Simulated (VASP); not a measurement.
# Y (Im-3m) in VASP: further runs, part 2 of 3

VASP 6.6.1. Earlier steps stand in the parts before.

### 3 Single point, PBE (volume scaled by 0.84)

The input, INCAR:

```
SYSTEM = Y
PREC = Accurate
ENCUT = 520
EDIFF = 1E-7
ISMEAR = -1
SIGMA = 0.08
LREAL = .False.
LASPH = .True.
NELM = 60
ALGO = Normal
ISIF = 2
LWAVE = .False.
LCHARG = .False.
GGA = PE
NBANDS = 12
```

The input, KPOINTS:

```
regular mesh
0
Gamma
  13 13 13
  0 0 0
```

The input, POSCAR:

```
Y
1.0
   -1.9075556370      1.9075556370      1.9075556370
    1.9075556370     -1.9075556370      1.9075556370
    1.9075556370      1.9075556370     -1.9075556370
Y
1
Direct
    0.0000000000      0.0000000000      0.0000000000
```

Potentials or basis: VASP PAW PBE potentials, release 64 (Y_sv).

The run is started by

```sh
cat potpaw_PBE.64/Y_sv/POTCAR > POTCAR
mpirun -np 1 vasp_std > vasp.out
```

OUTCAR:

```text
SYSTEM = Y
   PREC = Accurate
   ENCUT = 520
   EDIFF = 1E-7
   ISMEAR = -1
   LREAL = .False.
   LASPH = .True.
   NELM = 60
   ISIF = 2
   GGA = PE

 ion  position               nearest neighbor table
   1  0.000  0.000  0.000-

  LATTYP: Found a body centered cubic cell.
 ALAT       =     3.8151112740

  Lattice vectors:

 A1 = (  -1.9075556370,   1.9075556370,   1.9075556370)
 A2 = (   1.9075556370,  -1.9075556370,   1.9075556370)
 A3 = (   1.9075556370,   1.9075556370,  -1.9075556370)

Analysis of symmetry for initial positions (statically):
=====================================================================
 Subroutine PRICEL returns:
 Original cell was already a primitive cell.

 Routine SETGRP: Setting up the symmetry group for a
 body centered cubic supercell.

 Subroutine GETGRP returns: Found 48 space group operations
 (whereof 48 operations were pure point group operations)
 out of a pool of 48 trial point group operations.

The static configuration has the point symmetry O_h .

Analysis of symmetry for dynamics (positions and initial velocities):
=====================================================================
 Subroutine PRICEL returns:
 Original cell was already a primitive cell.

 Routine SETGRP: Setting up the symmetry group for a
 body centered cubic supercell.

 Subroutine GETGRP returns: Found 48 space group operations
 (whereof 48 operations were pure point group operations)
 out of a pool of 48 trial point group operations.

The dynamic configuration has the point symmetry O_h .

 Subroutine INISYM returns: Found 48 space group operations
 (whereof 48 operations are pure point group operations),
 and found     1 'primitive' translations

----------------------------------------------------------------------------------------

                                     Primitive cell

  volume of cell :      27.7646

  direct lattice vectors                    reciprocal lattice vectors
    -1.907555637  1.907555637  1.907555637     0.000000000  0.262115553  0.262115553
     1.907555637 -1.907555637  1.907555637     0.262115553  0.000000000  0.262115553
     1.907555637  1.907555637 -1.907555637     0.262115553  0.262115553  0.000000000

  length of vectors
     3.303983282  3.303983282  3.303983282     0.370687369  0.370687369  0.370687369

  position of ions in fractional coordinates (direct lattice)
     0.000000000  0.000000000  0.000000000

  ion indices of the primitive-cell ions
   primitive index   ion index
                 1           1

----------------------------------------------------------------------------------------

 KPOINTS: regular mesh

Automatic generation of k-mesh.
 Grid dimensions read from file:
 generate k-points for:   13   13   13

 Generating k-lattice:

  Cartesian coordinates                     Fractional coordinates (reciprocal lattice)
     0.000000000  0.020162735  0.020162735     0.076923077  0.000000000  0.000000000
     0.020162735  0.000000000  0.020162735     0.000000000  0.076923077  0.000000000
     0.020162735  0.020162735  0.000000000     0.000000000  0.000000000  0.076923077

  Length of vectors
     0.028514413  0.028514413  0.028514413

  Shift w.r.t. Gamma in fractional coordinates (k-lattice)
     0.000000000  0.000000000  0.000000000

 Subroutine IBZKPT returns following result:
 ===========================================

 Found     84 irreducible k-points:

 Following reciprocal coordinates:
            Coordinates               Weight
  0.000000  0.000000  0.000000      1.000000
  0.076923  0.000000  0.000000     12.000000
  0.153846  0.000000  0.000000     12.000000
  0.230769  0.000000  0.000000     12.000000
  0.307692  0.000000  0.000000     12.000000
  0.384615  0.000000  0.000000     12.000000
[... 16 lines left out ...]
  0.153846  0.076923  0.076923     24.000000
  0.230769  0.076923  0.076923     24.000000
 [... further k-points ...]
   k-points           NKPTS =     84   k-points in BZ     NKDIM =     84   number of bands    NBANDS=     12
   number of dos      NEDOS =    301   number of ions     NIONS =      1
   total plane-waves  NPLWV =  21952
   dimension x,y,z NGX =    28 NGY =   28 NGZ =   28
   dimension x,y,z NGXF=    56 NGYF=   56 NGZF=   56
   ions per type =               1
   NGX,Y,Z   is equivalent  to a cutoff of  14.09, 14.09, 14.09 a.u.
   NGXF,Y,Z  is equivalent  to a cutoff of  28.18, 28.18, 28.18 a.u.
 SYSTEM =  Y
   PREC   = accura    normal or accurate (medium, high low for compatibility)
   ISTART =      0    job   : 0-new  1-cont  2-samecut
   ICHARG =      2    charge: 1-file 2-atom 10-const
   ISPIN  =      1    spin polarized calculation?
   LNONCOLLINEAR =      F non collinear calculations
   LSORBIT =      F    spin-orbit coupling
   LASPH  =      T    aspherical Exc in radial PAW
   ENCUT  =  520.0 eV  38.22 Ry    6.18 a.u.   6.14  6.14  6.14*2*pi/ulx,y,z
   NELM   =     60;   NELMIN=  2; NELMDL= -5     # of ELM steps
   EDIFF  = 0.1E-06   stopping-criterion for ELM
   LREAL  =      F    real-space projection
   EDIFFG = 0.1E-05   stopping-criterion for IOM
   NSW    =      0    number of steps for IOM
   IBRION =     -1    ionic relax: 0-MD 1-quasi-New 2-CG
   NFREE  =      0    steps in history (QN), initial steepest desc. (CG)
   ISIF   =      2    stress and relaxation
   ISYM   =      2    0-nonsym 1-usesym 2-fastsym
   POTIM  = 0.5000    time-step for ionic-motion
   TEBEG  =    0.0;   TEEND  =   0.0 temperature during run
   PSTRESS=    0.0 pullay stress
   NELECT =      11.0000    total number of electrons
   NUPDOWN=      -1.0000    fix difference up-down
   EMIN   =  10.00;   EMAX   =-10.00  energy-range for DOS
   EFERMI =   0.00;   METHOD = LEGACY
   ISMEAR =    -1;   SIGMA  =   0.08  broadening in eV -4-tet -1-fermi 0-gaus
   EFERMI_NEDOS =   21; number of points for ismear=-14 and -15
   IALGO  =     38    algorithm
   IMIX   =      4    mixing-type and parameters
     AMIX     =   0.40;   BMIX     =  1.00
     AMIX_MAG =   1.60;   BMIX_MAG =  1.00
  volume/ion in A,a.u.               =      27.76       187.36
  Fermi-wavevector in a.u.,A,eV,Ry     =   1.202380  2.272169 19.670192  1.445718
  Thomas-Fermi vector in A             =   2.338163
   LORBIT       =      0    0 simple, 1 ext, 2 COOP (PROOUT), +10 PAW based schemes
   GGA     = PE    functional components
   LHFCALC =     F    Hartree Fock is set to
   AEXX    =    0.0000 exact exchange contribution
   IVDW    =     0    specifies the selected vdW correction
   LEPSILON=     F    determine dielectric tensor
   LRPA    =     F    only Hartree local field effects (RPA)
 non-spin polarized calculation
  energy-cutoff  :      520.00
  volume of cell :       27.76
 maximum number of plane-waves:       767
 NGX is ok and might be reduce to    28
   NGX = 13   NGY = 13   NGZ = 13

 number of electron      11.0000000 magnetization

 Free energy of the ion-electron system (eV)
  ---------------------------------------------------
  ext. energy  EPLUGINS =         0.00000000
  ---------------------------------------------------
  free energy    TOTEN  =        -6.21174502 eV

  energy without entropy =       -6.16501122  energy(sigma->0) =       -6.18837812

 E-fermi :   4.0013     XC(G=0): -10.0967

 val. band max:        3.9931049731   @ k =   0.2308   0.1538   0.1538
 cond. band min:       4.0095859898   @ k =   0.2308   0.2308   0.1538
 fundamental gap:      0.0164810167
 Fermi energy:         4.0013187364

 k-point     1 :       0.0000    0.0000    0.0000
  band No.  band energies     occupation
      1     -38.4614      2.00000
      2     -17.9950      2.00000
      3     -17.9950      2.00000
      4     -17.9950      2.00000
      5      -1.0391      2.00000
      6       5.8587      0.00000
      7       5.8587      0.00000
      8       5.8587      0.00000
      9       8.1308      0.00000
     10       8.1308      0.00000
     11      14.8880      0.00000
     12      14.8880      0.00000
[... 331 lines left out ...]
 k-point    24 :       0.2308    0.0769    0.0769
  band No.  band energies     occupation
      1     -38.3623      2.00000
      2     -18.6697      2.00000
      3     -18.1972      2.00000
      4     -18.0488      2.00000
      5       1.4961      2.00000
      6       4.3368      0.02973
      7       4.4030      0.01312
      8       8.0427      0.00000
      9       8.4691      0.00000
     10       9.2190      0.00000
     11      14.9206      0.00000
     12      15.5921      0.00000

 [... further k-points ...]

------------------------ aborting loop because EDIFF is reached ----------------------------------------

  FORCE on cell =-STRESS in cart. coord.  units (eV):
  Direction    XX          YY          ZZ          XY          YZ          ZX
  --------------------------------------------------------------------------------------
  -------------------------------------------------------------------------------------
  Total        1.4740472      1.4740472      1.4740472     -0.0000000      0.0000000     -0.0000000
  in kB       85.0609735     85.0609735     85.0609735     -0.0000000      0.0000000     -0.0000000
  external PRESSURE =      85.0609735 kB  Pullay stress =       0.0000000 kB

 VOLUME and BASIS-vectors are now :
 -----------------------------------------------------------------------------
  energy-cutoff  :      520.00
  volume of cell :       27.76
      direct lattice vectors                 reciprocal lattice vectors
    -1.907555637  1.907555637  1.907555637     0.000000000  0.262115553  0.262115553
     1.907555637 -1.907555637  1.907555637     0.262115553  0.000000000  0.262115553
     1.907555637  1.907555637 -1.907555637     0.262115553  0.262115553  0.000000000

 POSITION                                       TOTAL-FORCE (eV/Angst)
 -----------------------------------------------------------------------------------
      0.00000      0.00000      0.00000        -0.000000      0.000000      0.000000
 -----------------------------------------------------------------------------------
    total drift:                                0.000000      0.000000      0.000000

  FREE ENERGIE OF THE ION-ELECTRON SYSTEM (eV)
  ---------------------------------------------------
  free  energy   TOTEN  =        -6.2117450165 eV

  energy  without entropy=       -6.1650112244  energy(sigma->0) =       -6.18837812
```

Wall time 40 s (1 thread of AMD EPYC 7R43 (Zen 3), shared host); peak memory 0.16 GiB.

Results:

```yaml
Free_energy: -6.2117 eV
Pressure: 8.5 GPa
```

Levels at points of the mesh, in eV from the Fermi level:
| k point | band 2 | band 3 | band 4 | band 5 | band 6 | band 7 | band 8 | band 9 |
| --- | --- | --- | --- | --- | --- | --- | --- | --- |
| (0.00, 0.00, 0.00) | -22.00 | -22.00 | -22.00 | -5.04 | 1.86 | 1.86 | 1.86 | 4.13 |

(Continued in part 3 of 3.)
